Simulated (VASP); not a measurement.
Input of a VASP 6.6.1 run:

Contents of INCAR:

```
  ALGO = Normal
  EDIFF = 1E-6
  ENCUT = 520
  GGA = CA
  ISIF = 2
  ISMEAR = 0
  LASPH = T
  LCHARG = F
  LREAL = F
  LWAVE = F
  NBANDS = 26
  NELM = 100
  PREC = Accurate
  SIGMA = 0.03
```

Contents of KPOINTS:

```
k-points
0
Gamma
  10 10 3
```

POSCAR

```
Si
1.0
   -3.8019754850      0.0000000000      0.0000000000
   -1.9009877425     -3.2926073546      0.0000000000
    0.0000000000      0.0000000000     17.0782403681
Si
8
Direct
    0.3333333333      0.3333333333      0.4835289819
    0.3333333333      0.3333333333      0.1152755759
    0.6666666667      0.6666666667      0.6676556849
    0.6666666667      0.6666666667      0.2994022789
    0.3333333333      0.3333333333      0.6212312361
    0.3333333333      0.3333333333      0.2529778301
    0.6666666667      0.6666666667      0.0688511271
    0.6666666667      0.6666666667      0.4371045331
```

Potentials or basis: VASP PAW LDA potentials, release 64 (Si).

The run is started by

```console
$ cat potpaw_LDA.64/Si/POTCAR > POTCAR
$ mpirun -np 1 vasp_std > vasp.out
```

Problem. What does it give for the largest force?

Solution. 0.745 eV/Å.

Problem. What does it give for the band gap on the k mesh?

Solution. Zero (band 16 reaches 3.19 eV, above the bottom of band 17 at 2.72 eV).

Forces on the atoms (eV/Å):
```
Si   0.000  0.000 -0.225
Si   0.000  0.000 -0.745
Si   0.000  0.000 -0.553
Si   0.000  0.000 -0.031
Si   0.000  0.000  0.745
Si   0.000  0.000  0.225
Si   0.000  0.000  0.553
Si   0.000  0.000  0.031
```
